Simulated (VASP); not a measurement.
Write the native input for VASP 6.6.1 that does the following.

```
Task                   : single point
Functional             : PBEsol
Potentials or basis    : VASP PAW PBE potentials, release 64 (Hf_pv)
Cutoff                 : 520 eV
k mesh                 : 13 × 13 × 13
Occupations            : fermi-dirac, width 0.08 eV
Spin                   : no spin polarisation
Dipole correction      : no
Further INCAR settings : ALGO = Normal; EDIFF = 1e-06; NBANDS = 11
```

The structure of Hf lies in POSCAR:

```
Hf
1.0
    2.7040240488      0.0000000000      0.0000000000
    0.0000000000      2.7040240488      0.0000000000
    0.0000000000      0.0000000000      2.7040240488
Hf
1
Direct
    0.0000000000      0.0000000000      0.0000000000
```

This cell differs from its parent crystal: volume scaled by 0.84.

These files were run (other wordings do the same):

INCAR

```
PREC = Accurate
ENCUT = 520
EDIFF = 1E-6
ISMEAR = -1
SIGMA = 0.08
LREAL = False
LASPH = True
NELM = 100
ALGO = Normal
ISIF = 2
LWAVE = False
LCHARG = True
GGA = PS
LELF = True
LVHAR = True
NBANDS = 11
```

KPOINTS

```
regular mesh
0
Gamma
  13 13 13
```

Potentials or basis: VASP PAW PBE potentials, release 64 (Hf_pv).

Run with:

```sh
$ cat potpaw_PBE.64/Hf_pv/POTCAR > POTCAR
$ mpirun -np 1 vasp_std > vasp.out
```

Results of the run:

```yaml
Pressure: 19.3 GPa
Band_gap_on_the_k_mesh: zero (band 5 reaches 6.15 eV, above the bottom of band 6 at 3.13 eV)
```

Caveat: the PAW data sets were made with another functional, which shifts forces and pressure a little; spin-orbit coupling is left out, which moves the levels of the heavy elements.

Run time: 12 s on 1 thread of AMD EPYC 7R13, with other jobs on the host, peak memory 0.11 GiB.
